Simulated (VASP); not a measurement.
# CuAu3 (P4/mmm) in VASP: a series of runs

The runs below take CuAu3 through single point, with PBEsol.

Everything below comes from runs of VASP 6.6.1. Logs are shortened: lines on timing, memory, paths and dates and some standing lists are left out, and cuts for length are marked.

### 1 The cell of the first run

It takes space group P4/mmm (No. 123, tetragonal). Conventional cell: a = 4.010 Å, b = 4.010 Å, c = 3.895 Å, α = 90.00°, β = 90.00°, γ = 90.00°. Cu (site symmetry 4/mmm) has 12 Au at 2.80 to 2.84 Å within 3.7 Å. Within 3.7 Å of Au (site symmetry 4/mmm) lie 8 Au at 2.80 Å and 4 Cu at 2.84 Å. Within 3.7 Å of Au (site symmetry mmm) lie 4 Cu at 2.80 Å and 8 Au at 2.80 to 2.84 Å.

### 2 Single point, PBEsol (uniaxial strain along a: -2.0 %, then relaxed in part)

Contents of INCAR:

```
  PREC = Accurate
  ENCUT = 520
  EDIFF = 1E-7
  ISMEAR = 0
  SIGMA = 0.1
  LREAL = False
  LASPH = True
  NELM = 100
  ALGO = Fast
  ISIF = 2
  LWAVE = False
  LCHARG = True
  GGA = PS
  LELF = True
  LVHAR = True
  NBANDS = 30
```

Contents of KPOINTS:

```
Automatic mesh
0
Gamma
  14 14 14
```

Contents of POSCAR:

```
CuAu3
1.0
    3.8947667138      0.0000000000      0.0000000000
    0.0000000000      4.0102270538      0.0000000000
    0.0000000000      0.0000000000      4.0102270538
Cu Au
1 3
Direct
    0.0000000000      0.0000000000      0.0000000000
    0.0000000000      0.5000000000      0.5000000000
    0.5000000000      0.0000000000      0.5000000000
    0.5000000000      0.5000000000      0.0000000000
```

Potentials or basis: VASP PAW PBE potentials, release 64 (Cu, Au).

Command:

```console
$ cat potpaw_PBE.64/Cu/POTCAR potpaw_PBE.64/Au/POTCAR > POTCAR
$ mpirun -np 1 vasp_std > vasp.out
```

OUTCAR:

```text
PREC = Accurate
   ENCUT = 520
   EDIFF = 1E-7
   ISMEAR = 0
   LREAL = False
   LASPH = True
   NELM = 100
   ISIF = 2
   GGA = PS

 ion  position               nearest neighbor table
   1  0.000  0.000  0.000-   3 2.80   4 2.80   3 2.80   4 2.80   3 2.80   4 2.80   3 2.80   4 2.80
                             2 2.84   2 2.84   2 2.84   2 2.84
   2  0.000  0.500  0.500-   3 2.80   4 2.80   4 2.80   3 2.80   3 2.80   4 2.80   4 2.80   3 2.80
                             1 2.84   1 2.84   1 2.84   1 2.84
   3  0.500  0.000  0.500-   1 2.80   2 2.80   1 2.80   2 2.80   1 2.80   2 2.80   1 2.80   2 2.80
                             4 2.84   4 2.84   4 2.84   4 2.84
   4  0.500  0.500  0.000-   1 2.80   2 2.80   2 2.80   1 2.80   1 2.80   2 2.80   2 2.80   1 2.80
                             3 2.84   3 2.84   3 2.84   3 2.84

  LATTYP: Found a simple tetragonal cell.
 ALAT       =     4.0102270538
 C/A-ratio  =     0.9712085280

  Lattice vectors:

 A1 = (   0.0000000000,   4.0102270538,   0.0000000000)
 A2 = (   0.0000000000,   0.0000000000,   4.0102270538)
 A3 = (   3.8947667138,   0.0000000000,   0.0000000000)

Analysis of symmetry for initial positions (statically):
=====================================================================
 Subroutine PRICEL returns:
 Original cell was already a primitive cell.

 Routine SETGRP: Setting up the symmetry group for a
 simple tetragonal supercell.

 Subroutine GETGRP returns: Found 16 space group operations
 (whereof 16 operations were pure point group operations)
 out of a pool of 16 trial point group operations.

The static configuration has the point symmetry D_4h.

Analysis of symmetry for dynamics (positions and initial velocities):
=====================================================================
 Subroutine PRICEL returns:
 Original cell was already a primitive cell.

 Routine SETGRP: Setting up the symmetry group for a
 simple tetragonal supercell.

 Subroutine GETGRP returns: Found 16 space group operations
 (whereof 16 operations were pure point group operations)
 out of a pool of 16 trial point group operations.

The dynamic configuration has the point symmetry D_4h.

 Subroutine INISYM returns: Found 16 space group operations
 (whereof 16 operations are pure point group operations),
 and found     1 'primitive' translations

----------------------------------------------------------------------------------------

                                     Primitive cell

  volume of cell :      62.6353

[... 88 lines left out ...]
   LSORBIT =      F    spin-orbit coupling
   LASPH  =      T    aspherical Exc in radial PAW
   ENCUT  =  520.0 eV  38.22 Ry    6.18 a.u.   7.24  7.46  7.46*2*pi/ulx,y,z
   NELM   =    100;   NELMIN=  2; NELMDL= -5     # of ELM steps
   EDIFF  = 0.1E-06   stopping-criterion for ELM
   LREAL  =      F    real-space projection
   EDIFFG = 0.1E-05   stopping-criterion for IOM
   NSW    =      0    number of steps for IOM
   IBRION =     -1    ionic relax: 0-MD 1-quasi-New 2-CG
   NFREE  =      0    steps in history (QN), initial steepest desc. (CG)
   ISIF   =      2    stress and relaxation
   ISYM   =      2    0-nonsym 1-usesym 2-fastsym
   POTIM  = 0.5000    time-step for ionic-motion
   TEBEG  =    0.0;   TEEND  =   0.0 temperature during run
   PSTRESS=    0.0 pullay stress
   NELECT =      44.0000    total number of electrons
   NUPDOWN=      -1.0000    fix difference up-down
   EMIN   =  10.00;   EMAX   =-10.00  energy-range for DOS
   EFERMI =   0.00;   METHOD = LEGACY
   ISMEAR =     0;   SIGMA  =   0.10  broadening in eV -4-tet -1-fermi 0-gaus
   EFERMI_NEDOS =   21; number of points for ismear=-14 and -15
   IALGO  =     68    algorithm
   IMIX   =      4    mixing-type and parameters
     AMIX     =   0.40;   BMIX     =  1.00
     AMIX_MAG =   1.60;   BMIX_MAG =  1.00
  volume/ion in A,a.u.               =      15.66       105.67
  Fermi-wavevector in a.u.,A,eV,Ry     =   1.455300  2.750119 28.815762  2.117899
  Thomas-Fermi vector in A             =   2.572351
   LORBIT       =      0    0 simple, 1 ext, 2 COOP (PROOUT), +10 PAW based schemes
   GGA     = PS    functional components
   LHFCALC =     F    Hartree Fock is set to
   AEXX    =    0.0000 exact exchange contribution
   IVDW    =     0    specifies the selected vdW correction
   LEPSILON=     F    determine dielectric tensor
   LRPA    =     F    only Hartree local field effects (RPA)
 non-spin polarized calculation
 RMM-DIIS sequential band-by-band and
 Gauss-broadening in eV      SIGMA  =   0.10
  energy-cutoff  :      520.00
  volume of cell :       62.64
 maximum number of plane-waves:      1711
 NGX is ok and might be reduce to    30
   NGX = 15   NGY = 15   NGZ = 15

 number of electron      44.0000016 magnetization

 Free energy of the ion-electron system (eV)
  ---------------------------------------------------
  ext. energy  EPLUGINS =         0.00000000
  ---------------------------------------------------
  free energy    TOTEN  =       -16.19398774 eV

  energy without entropy =      -16.18810896  energy(sigma->0) =      -16.19104835

 E-fermi :   9.1537     XC(G=0): -12.9101

 val. band max:        9.1497317280   @ k =   0.2857   0.3571   0.3571
 cond. band min:       9.1562808746   @ k =   0.0000   0.5000   0.4286
 fundamental gap:      0.0065491466
 Fermi energy:         9.1537437950

 k-point     1 :       0.0000    0.0000    0.0000
  band No.  band energies     occupation
      1      -0.9266      2.00000
      2       1.5554      2.00000
      3       2.3839      2.00000
      4       2.3839      2.00000
      5       2.4204      2.00000
      6       2.4531      2.00000
[... 781 lines left out ...]
     29      19.0570      0.00000
     30      19.9562      0.00000

 [... further k-points ...]
[... 5 lines left out ...]
  --------------------------------------------------------------------------------------
  -------------------------------------------------------------------------------------
  Total        0.3751665     -0.0836225     -0.0836225     -0.0000000      0.0000000     -0.0000000
  in kB        9.5965536     -2.1390174     -2.1390174     -0.0000000      0.0000000     -0.0000000
  external PRESSURE =       1.7728396 kB  Pullay stress =       0.0000000 kB

 VOLUME and BASIS-vectors are now :
 -----------------------------------------------------------------------------
  energy-cutoff  :      520.00
  volume of cell :       62.64
      direct lattice vectors                 reciprocal lattice vectors
     3.894766714  0.000000000  0.000000000     0.256754788  0.000000000  0.000000000
     0.000000000  4.010227054  0.000000000     0.000000000  0.249362439  0.000000000
     0.000000000  0.000000000  4.010227054     0.000000000  0.000000000  0.249362439

 POSITION                                       TOTAL-FORCE (eV/Angst)
 -----------------------------------------------------------------------------------
      0.00000      0.00000      0.00000         0.000000      0.000000      0.000000
      0.00000      2.00511      2.00511         0.000000      0.000000      0.000000
      1.94738      0.00000      2.00511         0.000000      0.000000      0.000000
      1.94738      2.00511      0.00000         0.000000      0.000000      0.000000
 -----------------------------------------------------------------------------------
    total drift:                                0.000000      0.000000     -0.000000

  FREE ENERGIE OF THE ION-ELECTRON SYSTEM (eV)
  ---------------------------------------------------
  free  energy   TOTEN  =       -16.1939877357 eV

  energy  without entropy=      -16.1881089573  energy(sigma->0) =      -16.19104835
```

OSZICAR:

```text
N       E                     dE             d eps       ncg     rms          rms(c)
DAV:   1     0.358132040478E+03    0.35813E+03   -0.21635E+04 17782   0.181E+03
DAV:   2     0.455830516262E+01   -0.35357E+03   -0.32916E+03 18272   0.392E+02
DAV:   3    -0.175723698124E+02   -0.22131E+02   -0.21253E+02 19458   0.101E+02
[... 18 lines left out ...]
RMM:  22    -0.161939890607E+02   -0.25451E-06   -0.27628E-07 14271   0.478E-03    0.168E-02
RMM:  23    -0.161939881163E+02    0.94443E-06   -0.80914E-07 13993   0.115E-02    0.979E-03
RMM:  24    -0.161939878943E+02    0.22205E-06   -0.22955E-07 11985   0.495E-03    0.681E-03
RMM:  25    -0.161939877544E+02    0.13988E-06   -0.19796E-07 11952   0.416E-03    0.426E-03
RMM:  26    -0.161939877357E+02    0.18670E-07   -0.28537E-08 10132   0.127E-03
   1 F= -.16193988E+02 E0= -.16191048E+02  d E =-.587878E-02
```

It took 28 min on 1 thread of Intel Xeon 8259CL, shared host; peak memory 0.54 GiB.

What came out:

- Free energy: -16.1940 eV
- Pressure: 0.2 GPa
- Band gap on the k mesh: zero (bands 22 and 23 overlap by 2.11 eV)

Stress tensor (GPa, compression positive):
```
 0.96  0.00  0.00
 0.00 -0.21  0.00
 0.00  0.00 -0.21
```

Caveat: the cell differs from its parent crystal (uniaxial strain along a: -2.0 %, then relaxed in part); the PAW data sets were made with another functional, which shifts forces and pressure a little; spin-orbit coupling is left out, which moves the levels of the heavy elements.

### 3 Single point, PBEsol (uniaxial strain along a: +2.0 %, then relaxed in part)

Contents of INCAR:

```
SYSTEM = CuAu3
  PREC = Accurate
  ENCUT = 520
  EDIFF = 1E-6
  ISMEAR = 0
  SIGMA = 0.1
  LREAL = .FALSE.
  LASPH = .TRUE.
  NELM = 80
  ALGO = Fast
  ISIF = 2
  LWAVE = .FALSE.
  LCHARG = .FALSE.
  GGA = PS
  NBANDS = 30
```

Contents of KPOINTS:

```
Automatic mesh
0
G
  14 14 14
  0 0 0
```

Contents of POSCAR:

```
CuAu3
1.0
    4.0537367837      0.0000000000      0.0000000000
    0.0000000000      3.9405333123      0.0000000000
    0.0000000000      0.0000000000      3.9405333123
Cu Au
1 3
Direct
    0.0000000000      0.0000000000      0.0000000000
    0.0000000000      0.5000000000      0.5000000000
    0.5000000000      0.0000000000      0.5000000000
    0.5000000000      0.5000000000      0.0000000000
```

Potentials or basis: VASP PAW PBE potentials, release 64 (Cu, Au).

Command:

```console
$ cat potpaw_PBE.64/Cu/POTCAR potpaw_PBE.64/Au/POTCAR > POTCAR
$ mpirun -np 1 vasp_std > vasp.out
```

Wall time 15 min (1 thread of Intel Xeon 8259CL, shared host); peak memory 0.54 GiB.

It converged, with:

```
Free energy            : -16.1936 eV
Pressure               : -1.1 GPa
Band gap on the k mesh : zero (bands 22 and 23 overlap by 2.05 eV)
```

Stress tensor (GPa, compression positive):
```
-1.95  0.00  0.00
 0.00 -0.61  0.00
 0.00  0.00 -0.61
```

Levels at points of the mesh, in eV from the Fermi level:
| k point | band 19 | band 20 | band 21 | band 22 | band 23 | band 24 | band 25 | band 26 |
| --- | --- | --- | --- | --- | --- | --- | --- | --- |
| (0.00, 0.00, 0.00) | -1.50 | -1.44 | -1.42 | 0.61 | 1.11 | 1.11 | 5.59 | 6.20 |
| (0.50, 0.00, 0.00) | -2.17 | -1.90 | -1.44 | -1.42 | 5.42 | 5.85 | 5.89 | 5.89 |
| (0.00, 0.50, 0.00) | -2.14 | -1.96 | -1.61 | -1.51 | 5.08 | 5.42 | 5.67 | 6.14 |
| (0.50, 0.50, 0.00) | -2.21 | -2.20 | -0.82 | -0.26 | -0.16 | -0.16 | 8.46 | 9.10 |
| (0.00, 0.50, 0.50) | -2.17 | -2.17 | -0.68 | -0.11 | 0.07 | 0.07 | 8.06 | 8.47 |
| (0.50, 0.50, 0.50) | -1.66 | -1.61 | -1.18 | -1.13 | -1.12 | -1.12 | 2.91 | 3.03 |

Caveat: the cell differs from its parent crystal (uniaxial strain along a: +2.0 %, then relaxed in part); the PAW data sets were made with another functional, which shifts forces and pressure a little; spin-orbit coupling is left out, which moves the levels of the heavy elements.
